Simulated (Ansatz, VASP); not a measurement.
Cd5Se2S3: VASP beside Ansatz

```
Cd Se S
1.0
    -2.13585    2.13585   15.06893
     2.13585   -2.13585   15.06893
     2.13585    2.13585  -15.06893
Cd Se S
5 2 3
Direct
  0.89376 0.89376 0.00000
  0.50000 0.50000 0.00000
  0.10624 0.10624 0.00000
  0.70217 0.70217 0.00000
  0.29783 0.29783 0.00000
  0.55316 0.05316 0.50000
  0.94684 0.44684 0.50000
  0.15427 0.65427 0.50000
  0.75000 0.25000 0.50000
  0.34573 0.84573 0.50000
```

Alike in both runs: functional PBE; k mesh 6 × 6 × 6; occupations gaussian, width 0.1 eV; no spin polarisation.

Ansatz relaxed the structure, and its values are those at the end. VASP's run is a single point on that final structure, the one shown.

|  | VASP | Ansatz |
| --- | --- | --- |
| version | VASP 6.6.1 | Ansatz 0.2.0 |
| potentials or method | VASP PAW PBE potentials, release 64 (Cd, Se, S), cutoff 520 eV | scalar-relativistic, plane waves, PAW |
| valence electrons in the cell | 90 | 150 |

Ansatz gave:

| Property | Result |
| --- | --- |
| gap on the k mesh at the Fermi level (eV) | 0.73 |
| least direct gap on the mesh (eV) | 0.73 |
| pressure (GPa) | -0.1 |

Q: What did VASP give for the same quantities?

A: gap on the k mesh at the Fermi level (eV): 0.73; least direct gap on the mesh (eV): 0.73; pressure (GPa): 0.2.

The functional is the same, so the differences come from potentials, cutoffs and numerics. VASP's potentials hold 90 valence electrons a cell and Ansatz's 150, so a difference there can come from the potentials and not from the codes.
